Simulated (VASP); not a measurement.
Wanted: the native input for a VASP 6.6.1 run.

| Item | Value |
| --- | --- |
| Task | single point |
| Functional | PBE |
| Potentials or basis | VASP PAW PBE potentials, release 64 (Al, In_d, As) |
| Cutoff | 520 eV |
| k mesh | 6 × 6 × 4 |
| Occupations | gaussian, width 0.02 eV |
| Spin | no spin polarisation |
| Dipole correction | no |
| Further INCAR settings | ALGO = Normal; EDIFF = 1e-07; NBANDS = 26 |

The structure of Al2InAs3 lies in POSCAR:

```
Al2InAs3
1.0
    4.0695290555      0.0000000000      0.0000000000
   -2.0347645278      3.5243155435      0.0000000000
    0.0000000000      0.0000000000      9.9871503985
Al In As
2 1 3
Direct
    0.0000000000      0.0000000000      0.0075472828
    0.6666666667      0.3333333333      0.3274148202
    0.3333333333      0.6666666667      0.6638342220
    0.0000000000      0.0000000000      0.7655960436
    0.3333333333      0.6666666667      0.4024042358
    0.6666666667      0.3333333333      0.0832033955
```

This cell differs from its parent crystal: volume scaled by 0.94, then relaxed in part.

One way to write it, as run:

INCAR

```
ALGO     = Normal         # electronic algorithm
EDIFF    = 1E-7           # SCF threshold, eV
ENCUT    = 520            # plane-wave cutoff, eV
GGA      = PE             # functional
ISIF     = 2              # what is computed and relaxed
ISMEAR   = 0              # smearing method
LASPH    = True           # aspherical terms in the spheres
LCHARG   = True           # write CHGCAR
LELF     = True           # ELF
LREAL    = False          # projectors in reciprocal space
LVHAR    = True         
LWAVE    = False          # write WAVECAR
NBANDS   = 26             # bands
NELM     = 60             # most SCF steps
PREC     = Accurate       # precision mode
SIGMA    = 0.02           # smearing width, eV
```

KPOINTS

```
k-points
0
Gamma
  6 6 4
```

Potentials or basis: VASP PAW PBE potentials, release 64 (Al, In_d, As).

Command:

```console
$ cat potpaw_PBE.64/Al/POTCAR potpaw_PBE.64/In_d/POTCAR potpaw_PBE.64/As/POTCAR > POTCAR
$ mpirun -np 1 vasp_std > vasp.out
```

It gave:

- Pressure: 4.4 GPa
- Largest force: 0.009 eV/Å
- Band gap on the k mesh: 1.01 eV, direct

Caveat: spin-orbit coupling is left out, which moves the levels of the heavy elements.

Run time: 2.1 min on 1 thread of Intel(R) Xeon(R) Platinum 8259CL CPU @ 2.50GHz (Skylake/Cascade Lake), on a shared host, peak memory 0.3 GiB.
